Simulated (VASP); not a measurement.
Write the native input for VASP 6.6.1 that does the following.

```yaml
Task: single point
Functional: PBE
Dispersion: D3(BJ)
Potentials_or_basis: VASP PAW PBE potentials, release 64 (Sb_d_GW, Ga_d, O, C)
Cutoff: 520 eV
k_mesh: 6 × 6 × 1
Occupations: gaussian, width 0.1 eV
Spin: no spin polarisation
Dipole_correction: yes
Further_INCAR_settings: ALGO = Normal; EDIFF = 1e-06; NBANDS = 42; NELMDL = -8
```

The structure of Ga2Sb2CO lies in POSCAR:

```
Ga2Sb2CO
1.0
    4.3343814621      0.0000000000      0.0000000000
   -2.1671907311      3.7536844559      0.0000000000
    0.0000000000      0.0000000000     23.3197422777
Sb Ga O C
2 2 1 1
Direct
    0.0000000000      0.0000000000      0.1715284823
    0.3333333333      0.6666666667      0.3301590654
    0.3333333333      0.6666666667      0.2094685204
    0.6666666667      0.3333333333      0.3632005095
    1.1111111111      1.2222222222      0.5218643557
    1.1111111111      1.2222222222      0.5711787943
```

These files were run (other wordings do the same):

INCAR

```
  PREC = Accurate
  ENCUT = 520
  EDIFF = 1E-6
  ISMEAR = 0
  SIGMA = 0.1
  LREAL = F
  LASPH = T
  NELM = 120
  ALGO = Normal
  ISIF = 2
  LWAVE = F
  LCHARG = T
  LDIPOL = T
  IDIPOL = 3
  DIPOL = 0.5 0.5 0.361
  GGA = PE
  IVDW = 12
  LELF = T
  LVHAR = T
  LVACPOTAV = T
  NBANDS = 42
  GGA_COMPAT = F
  NELMDL = -8
```

KPOINTS

```
Automatic mesh
0
Gamma
  6 6 1
```

Potentials or basis: VASP PAW PBE potentials, release 64 (Sb_d_GW, Ga_d, O, C).

Launch:

```console
$ cat potpaw_PBE.64/Sb_d_GW/POTCAR potpaw_PBE.64/Ga_d/POTCAR potpaw_PBE.64/O/POTCAR potpaw_PBE.64/C/POTCAR > POTCAR
$ mpirun -np 1 vasp_std > vasp.out
```

It gave:

- Largest force: 0.711 eV/Å
- Band gap on the k mesh: 0.04 eV (least direct gap 0.14 eV)
- Dispersion energy per atom: -0.162 eV

Caveat: spin-orbit coupling is left out, which moves the levels of the heavy elements.

Run time: 7.4 min on 1 thread of Intel(R) Xeon(R) Platinum 8259CL CPU @ 2.50GHz (Skylake/Cascade Lake), on a shared host, peak memory 0.62 GiB.
